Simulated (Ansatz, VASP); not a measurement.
**Hf in VASP and in Ansatz**

The input INCAR:

```
PREC = Accurate
ENCUT = 400
EDIFF = 1E-8
ISMEAR = -1
SIGMA = 0.03
LREAL = False
LASPH = True
NELM = 120
ALGO = Normal
ISIF = 2
LWAVE = False
LCHARG = False
GGA = PE
LEFG = True
NBANDS = 11
GGA_COMPAT = False
```

Contents of KPOINTS:

```
regular mesh
0
Gamma
  13 13 13
```

File POSCAR:

```
Hf
1.0
    0.0000000000      2.2125751954      2.2125751954
    2.2125751954      0.0000000000      2.2125751954
    2.2125751954      2.2125751954      0.0000000000
Hf
1
Direct
    0.0000000000      0.0000000000      0.0000000000
```

Input for Ansatz:

```yaml
crystal:
  lattice:
    - [0.0, 2.2125751954, 2.2125751954]
    - [2.2125751954, 0.0, 2.2125751954]
    - [2.2125751954, 2.2125751954, 0.0]
  atoms:
    - { symbol: Hf, position: [0.0, 0.0, 0.0] }
kpoints:
  mp_grid: { grid: [13, 13, 13] }
scf:
  occupations: { method: fermi_dirac, width: 0.03 }
hamiltonian:
  xc: pbe
  pseudopotentials: { kind: all_electron, datasets: crystal }
output:
  forces: true
  stress: true
  eigenvalues: true
  efg: { contact_densities: true }
```

Change from the starting cell: volume scaled by 0.99, crystal datasets.

Alike in both runs: task electric field gradients; functional PBE; k mesh 13 × 13 × 13; occupations fermi-dirac, width 0.03 eV; no spin polarisation.

```csv
,VASP,Ansatz
version,VASP 6.6.1,Ansatz 0.2.0
potentials or method,"VASP PAW PBE potentials, release 64 (Hf_pv), cutoff 400 eV","all-electron PAW with datasets made for the crystal, scalar-relativistic"
```

Ansatz gave:

```
pressure (GPa) : 4.5
```

Q: Estimate VASP's values.

A: Pressure (GPa): 3.9.

Ansatz ran all-electron here, and VASP with PAW potentials.

Spin-orbit coupling is off throughout.
